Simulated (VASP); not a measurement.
# Mg5CdTe6 (P-3m1) in VASP: single point with PBE

Aim: the single point of Mg5CdTe6 with PBE.

Everything below comes from runs of VASP 6.6.1. Logs are shortened: lines on timing, memory, paths and dates and some standing lists are left out, and cuts for length are marked.

### Step 1. The cell of the first run

Symmetry: P-3m1, No. 164, trigonal system. The conventional cell has a = 4.257 Å, b = 4.257 Å, c = 20.742 Å, α = 90.00°, β = 90.00°, γ = 120.00°. Mg (site symmetry 3m) has 6 Te at 3.00 Å and 2 Mg at 3.43 to 3.44 Å within 3.9 Å. Within 3.9 Å of Mg (site symmetry 3m) lie 6 Te at 2.99 to 3.00 Å and 1 Mg at 3.44 Å and 1 Cd at 3.50 Å. Mg (site symmetry -3m) has 6 Te at 3.00 Å and 2 Mg at 3.43 Å within 3.9 Å. Cd (site symmetry -3m) has 6 Te at 3.05 Å and 2 Mg at 3.50 Å within 4.0 Å. Within 3.9 Å of Te (site symmetry 3m) lie 3 Mg at 2.99 Å and 3 Cd at 3.05 Å. Within 3.9 Å of Te (site symmetry 3m) lie 6 Mg at 3.00 Å. Te (site symmetry 3m) has 6 Mg at 3.00 Å within 3.9 Å.

### Step 2. Single point, PBE

INCAR

```
SYSTEM = Mg5CdTe6
ALGO = Normal
EDIFF = 1E-7
ENCUT = 520
GGA = PE
ISIF = 2
ISMEAR = 0
LASPH = .True.
LCHARG = .False.
LREAL = .False.
LWAVE = .False.
NBANDS = 41
NELM = 100
PREC = Accurate
SIGMA = 0.02
```

KPOINTS

```
k-points
0
Gamma
  12 12 2
  0 0 0
```

POSCAR

```
Mg5CdTe6
1.0
    4.2573004189      0.0000000000      0.0000000000
   -2.1286502095      3.6869303143      0.0000000000
    0.0000000000      0.0000000000     20.7418827571
Mg Cd Te
5 1 6
Direct
    0.0000000000      0.0000000000      0.3345346562
    0.0000000000      0.0000000000      0.6654653438
    0.0000000000      0.0000000000      0.8311003783
    0.0000000000      0.0000000000      0.1688996217
    0.0000000000      0.0000000000      0.5000000000
    0.0000000000      0.0000000000      0.0000000000
    0.3333333333      0.6666666667      0.9127610082
    0.3333333333      0.6666666667      0.2518847282
    0.3333333333      0.6666666667      0.5827522787
    0.6666666667      0.3333333333      0.0872389918
    0.6666666667      0.3333333333      0.4172477213
    0.6666666667      0.3333333333      0.7481152718
```

Potentials or basis: VASP PAW PBE potentials, release 64 (Mg, Cd, Te).

Run with:

```sh
$ cat potpaw_PBE.64/Mg/POTCAR potpaw_PBE.64/Cd/POTCAR potpaw_PBE.64/Te/POTCAR > POTCAR
$ mpirun -np 1 vasp_std > vasp.out
```

OUTCAR:

```text
SYSTEM = Mg5CdTe6
   EDIFF = 1E-7
   ENCUT = 520
   GGA = PE
   ISIF = 2
   ISMEAR = 0
   LASPH = .True.
   LREAL = .False.
   NELM = 100
   PREC = Accurate

 ion  position               nearest neighbor table
   1  0.000  0.000  0.335-   8 3.00   8 3.00   8 3.00  11 3.00  11 3.00  11 3.00   5 3.43   4 3.44

   2  0.000  0.000  0.665-  12 3.00  12 3.00  12 3.00   9 3.00   9 3.00   9 3.00   5 3.43   3 3.44

   3  0.000  0.000  0.831-   7 2.99   7 2.99   7 2.99  12 3.00  12 3.00  12 3.00   2 3.44   6 3.50

   4  0.000  0.000  0.169-  10 2.99  10 2.99  10 2.99   8 3.00   8 3.00   8 3.00   1 3.44   6 3.50

   5  0.000  0.000  0.500-   9 3.00  11 3.00  11 3.00   9 3.00  11 3.00   9 3.00   1 3.43   2 3.43

   6  0.000  0.000  0.000-   7 3.05  10 3.05  10 3.05   7 3.05  10 3.05   7 3.05   3 3.50   4 3.50

   7  0.333  0.667  0.913-   3 2.99   3 2.99   3 2.99   6 3.05   6 3.05   6 3.05
   8  0.333  0.667  0.252-   1 3.00   1 3.00   1 3.00   4 3.00   4 3.00   4 3.00
   9  0.333  0.667  0.583-   2 3.00   2 3.00   2 3.00   5 3.00   5 3.00   5 3.00
  10  0.667  0.333  0.087-   4 2.99   4 2.99   4 2.99   6 3.05   6 3.05   6 3.05
  11  0.667  0.333  0.417-   1 3.00   1 3.00   1 3.00   5 3.00   5 3.00   5 3.00
  12  0.667  0.333  0.748-   2 3.00   2 3.00   2 3.00   3 3.00   3 3.00   3 3.00

  LATTYP: Found a hexagonal cell.
 ALAT       =     4.2573004189
 C/A-ratio  =     4.8720740178

  Lattice vectors:

 A1 = (   4.2573004189,   0.0000000000,   0.0000000000)
 A2 = (  -2.1286502095,   3.6869303143,   0.0000000000)
 A3 = (   0.0000000000,   0.0000000000,  20.7418827571)

Analysis of symmetry for initial positions (statically):
=====================================================================
 Subroutine PRICEL returns:
 Original cell was already a primitive cell.

 Routine SETGRP: Setting up the symmetry group for a
 hexagonal supercell.

 Subroutine GETGRP returns: Found 12 space group operations
 (whereof 12 operations were pure point group operations)
 out of a pool of 24 trial point group operations.

The static configuration has the point symmetry D_3d.

Analysis of symmetry for dynamics (positions and initial velocities):
=====================================================================
 Subroutine PRICEL returns:
 Original cell was already a primitive cell.

 Routine SETGRP: Setting up the symmetry group for a
 hexagonal supercell.

 Subroutine GETGRP returns: Found 12 space group operations
 (whereof 12 operations were pure point group operations)
 out of a pool of 24 trial point group operations.

The dynamic configuration has the point symmetry D_3d.

 Subroutine INISYM returns: Found 12 space group operations
 (whereof 12 operations are pure point group operations),
 and found     1 'primitive' translations

----------------------------------------------------------------------------------------

                                     Primitive cell

  volume of cell :     325.5723

  direct lattice vectors                    reciprocal lattice vectors
     4.257300419  0.000000000  0.000000000     0.234890635  0.135614172  0.000000000
    -2.128650209  3.686930314  0.000000000     0.000000000  0.271228343  0.000000000
     0.000000000  0.000000000 20.741882757     0.000000000  0.000000000  0.048211631

  length of vectors
     4.257300419  4.257300419 20.741882757     0.271228343  0.271228343  0.048211631

  position of ions in fractional coordinates (direct lattice)
     0.000000000  0.000000000  0.334534656
     0.000000000  0.000000000  0.665465344
     0.000000000  0.000000000  0.831100378
     0.000000000  0.000000000  0.168899622
     0.000000000  0.000000000  0.500000000
     0.000000000  0.000000000  0.000000000
     0.333333333  0.666666667  0.912761008
     0.333333333  0.666666667  0.251884728
     0.333333333  0.666666667  0.582752279
     0.666666667  0.333333333  0.087238992
     0.666666667  0.333333333  0.417247721
     0.666666667  0.333333333  0.748115272

  ion indices of the primitive-cell ions
   primitive index   ion index
                 1           1
                 2           2
                 3           3
                 4           4
                 5           5
                 6           6
                 7           7
                 8           8
                 9           9
                10          10
                11          11
                12          12

----------------------------------------------------------------------------------------

 KPOINTS: k-points

Automatic generation of k-mesh.
 Grid dimensions read from file:
 generate k-points for:   12   12    2

 Generating k-lattice:

  Cartesian coordinates                     Fractional coordinates (reciprocal lattice)
     0.019574220  0.011301181  0.000000000     0.083333333  0.000000000  0.000000000
     0.000000000  0.022602362  0.000000000     0.000000000  0.083333333  0.000000000
     0.000000000  0.000000000  0.024105816     0.000000000  0.000000000  0.500000000

  Length of vectors
     0.022602362  0.022602362  0.024105816

  Shift w.r.t. Gamma in fractional coordinates (k-lattice)
     0.000000000  0.000000000  0.000000000

 Subroutine IBZKPT returns following result:
 ===========================================

 Found     38 irreducible k-points:

 Following reciprocal coordinates:
            Coordinates               Weight
  0.000000  0.000000  0.000000      1.000000
  0.083333  0.000000  0.000000      6.000000
  0.166667 -0.000000  0.000000      6.000000
  0.250000 -0.000000  0.000000      6.000000
  0.333333  0.000000  0.000000      6.000000
  0.416667  0.000000  0.000000      6.000000
[... 16 lines left out ...]
  0.250000 -0.000000  0.500000      6.000000
  0.333333  0.000000  0.500000      6.000000
 [... further k-points ...]
   k-points           NKPTS =     38   k-points in BZ     NKDIM =     38   number of bands    NBANDS=     41
   number of dos      NEDOS =    301   number of ions     NIONS =     12
   total plane-waves  NPLWV = 163840
   dimension x,y,z NGX =    32 NGY =   32 NGZ =  160
   dimension x,y,z NGXF=    64 NGYF=   64 NGZF=  320
   ions per type =               5   1   6
   NGX,Y,Z   is equivalent  to a cutoff of  12.50, 12.50, 12.82 a.u.
   NGXF,Y,Z  is equivalent  to a cutoff of  24.99, 24.99, 25.65 a.u.
 SYSTEM =  Mg5CdTe6
   PREC   = accura    normal or accurate (medium, high low for compatibility)
   ISTART =      0    job   : 0-new  1-cont  2-samecut
   ICHARG =      2    charge: 1-file 2-atom 10-const
   ISPIN  =      1    spin polarized calculation?
   LNONCOLLINEAR =      F non collinear calculations
   LSORBIT =      F    spin-orbit coupling
   LASPH  =      T    aspherical Exc in radial PAW
   ENCUT  =  520.0 eV  38.22 Ry    6.18 a.u.   7.92  7.92 38.57*2*pi/ulx,y,z
   NELM   =    100;   NELMIN=  2; NELMDL= -5     # of ELM steps
   EDIFF  = 0.1E-06   stopping-criterion for ELM
   LREAL  =      F    real-space projection
   EDIFFG = 0.1E-05   stopping-criterion for IOM
   NSW    =      0    number of steps for IOM
   IBRION =     -1    ionic relax: 0-MD 1-quasi-New 2-CG
   NFREE  =      0    steps in history (QN), initial steepest desc. (CG)
   ISIF   =      2    stress and relaxation
   ISYM   =      2    0-nonsym 1-usesym 2-fastsym
   POTIM  = 0.5000    time-step for ionic-motion
   TEBEG  =    0.0;   TEEND  =   0.0 temperature during run
   PSTRESS=    0.0 pullay stress
   NELECT =      58.0000    total number of electrons
   NUPDOWN=      -1.0000    fix difference up-down
   EMIN   =  10.00;   EMAX   =-10.00  energy-range for DOS
   EFERMI =   0.00;   METHOD = LEGACY
   ISMEAR =     0;   SIGMA  =   0.02  broadening in eV -4-tet -1-fermi 0-gaus
   EFERMI_NEDOS =   21; number of points for ismear=-14 and -15
   IALGO  =     38    algorithm
   IMIX   =      4    mixing-type and parameters
     AMIX     =   0.40;   BMIX     =  1.00
     AMIX_MAG =   1.60;   BMIX_MAG =  1.00
  volume/ion in A,a.u.               =      27.13       183.09
  Fermi-wavevector in a.u.,A,eV,Ry     =   0.921160  1.740740 11.545027  0.848536
  Thomas-Fermi vector in A             =   2.046546
   LORBIT       =      0    0 simple, 1 ext, 2 COOP (PROOUT), +10 PAW based schemes
   GGA     = PE    functional components
   LHFCALC =     F    Hartree Fock is set to
   AEXX    =    0.0000 exact exchange contribution
   IVDW    =     0    specifies the selected vdW correction
   LEPSILON=     F    determine dielectric tensor
   LRPA    =     F    only Hartree local field effects (RPA)
 non-spin polarized calculation
 Gauss-broadening in eV      SIGMA  =   0.02
  energy-cutoff  :      520.00
  volume of cell :      325.57
 maximum number of plane-waves:      8832
 NGX is ok and might be reduce to    32
   NGX = 15   NGY = 15   NGZ = 77

 number of electron      57.9999995 magnetization

 Free energy of the ion-electron system (eV)
  ---------------------------------------------------
  ext. energy  EPLUGINS =         0.00000000
  ---------------------------------------------------
  free energy    TOTEN  =       -35.89046201 eV

  energy without entropy =      -35.89046201  energy(sigma->0) =      -35.89046201

 E-fermi :   4.3869     XC(G=0):  -9.1056

 val. band max:        4.2614879145   @ k =   0.0833   0.0000   0.0000
 cond. band min:       4.7183474786   @ k =   0.3333   0.3333   0.0000
 fundamental gap:      0.4568595640
 Fermi energy:         4.3869105010

 k-point     1 :       0.0000    0.0000    0.0000
  band No.  band energies     occupation
      1      -7.0958      2.00000
      2      -6.8770      2.00000
      3      -6.8716      2.00000
      4      -6.3588      2.00000
      5      -6.3273      2.00000
      6      -5.9966      2.00000
[... 1045 lines left out ...]
     40       9.0625      0.00000
     41       9.1171      0.00000

 [... further k-points ...]

------------------------ aborting loop because EDIFF is reached ----------------------------------------

  FORCE on cell =-STRESS in cart. coord.  units (eV):
  Direction    XX          YY          ZZ          XY          YZ          ZX
  --------------------------------------------------------------------------------------
  -------------------------------------------------------------------------------------
  Total       -0.1095254     -0.1095254     -0.1298394      0.0000000      0.0000000     -0.0000000
  in kB       -0.5389868     -0.5389868     -0.6389542      0.0000000      0.0000000     -0.0000000
  external PRESSURE =      -0.5723093 kB  Pullay stress =       0.0000000 kB

 VOLUME and BASIS-vectors are now :
 -----------------------------------------------------------------------------
  energy-cutoff  :      520.00
  volume of cell :      325.57
      direct lattice vectors                 reciprocal lattice vectors
     4.257300419  0.000000000  0.000000000     0.234890635  0.135614172  0.000000000
    -2.128650209  3.686930314  0.000000000     0.000000000  0.271228343  0.000000000
     0.000000000  0.000000000 20.741882757     0.000000000  0.000000000  0.048211631

 POSITION                                       TOTAL-FORCE (eV/Angst)
 -----------------------------------------------------------------------------------
      0.00000      0.00000      6.93888         0.000000     -0.000000      0.004982
      0.00000      0.00000     13.80300         0.000000      0.000000     -0.004982
      0.00000      0.00000     17.23859         0.000000     -0.000000      0.005264
      0.00000      0.00000      3.50330        -0.000000      0.000000     -0.005264
      0.00000      0.00000     10.37094         0.000000      0.000000      0.000000
      0.00000      0.00000      0.00000         0.000000      0.000000      0.000000
     -0.00000      2.45795     18.93238        -0.000000     -0.000000     -0.015700
     -0.00000      2.45795      5.22456         0.000000     -0.000000      0.003617
     -0.00000      2.45795     12.08738         0.000000      0.000000     -0.002686
      2.12865      1.22898      1.80950         0.000000      0.000000      0.015700
      2.12865      1.22898      8.65450        -0.000000     -0.000000      0.002686
      2.12865      1.22898     15.51732        -0.000000      0.000000     -0.003617
 -----------------------------------------------------------------------------------
    total drift:                                0.000000     -0.000000     -0.000000

  FREE ENERGIE OF THE ION-ELECTRON SYSTEM (eV)
  ---------------------------------------------------
  free  energy   TOTEN  =       -35.8904620074 eV

  energy  without entropy=      -35.8904620074  energy(sigma->0) =      -35.89046201
```

Wall time 12 min (1 thread of Intel Xeon Platinum 8259CL at 2.50GHz (Skylake/Cascade Lake), shared host); peak memory 0.73 GiB.

What came out:

```yaml
Free_energy: -35.8905 eV
Pressure: -0.1 GPa
Largest_force: 0.016 eV/Å
Band_gap_on_the_k_mesh: 0.46 eV (least direct gap 1.17 eV)
```

Forces in eV/Å, atoms in the order of the input:
```
Mg   0.000  0.000  0.005
Mg   0.000  0.000 -0.005
Mg   0.000  0.000  0.005
Mg   0.000  0.000 -0.005
Mg   0.000  0.000  0.000
Cd   0.000  0.000  0.000
Te   0.000  0.000 -0.016
Te   0.000  0.000  0.004
Te   0.000  0.000 -0.003
Te   0.000  0.000  0.016
Te   0.000  0.000  0.003
Te   0.000  0.000 -0.004
```

Levels at points of the mesh, in eV from the valence-band top:
| k point | band 26 | band 27 | band 28 | band 29 | band 30 | band 31 | band 32 | band 33 |
| --- | --- | --- | --- | --- | --- | --- | --- | --- |
| (0.00, 0.00, 0.00) | -0.18 | -0.01 | -0.01 | 0.00 | 1.44 | 2.52 | 2.59 | 2.90 |
| (0.50, 0.00, 0.00) | -1.00 | -0.96 | -0.86 | -0.38 | 1.04 | 1.56 | 2.22 | 2.38 |
| (0.00, 0.00, 0.50) | -0.21 | -0.21 | -0.01 | -0.01 | 1.81 | 2.11 | 2.83 | 2.84 |
| (0.50, 0.00, 0.50) | -1.25 | -1.22 | -0.67 | -0.44 | 1.23 | 1.87 | 2.04 | 2.09 |

Caveat: spin-orbit coupling is left out, which moves the levels of the heavy elements. A k mesh can miss the band edges.
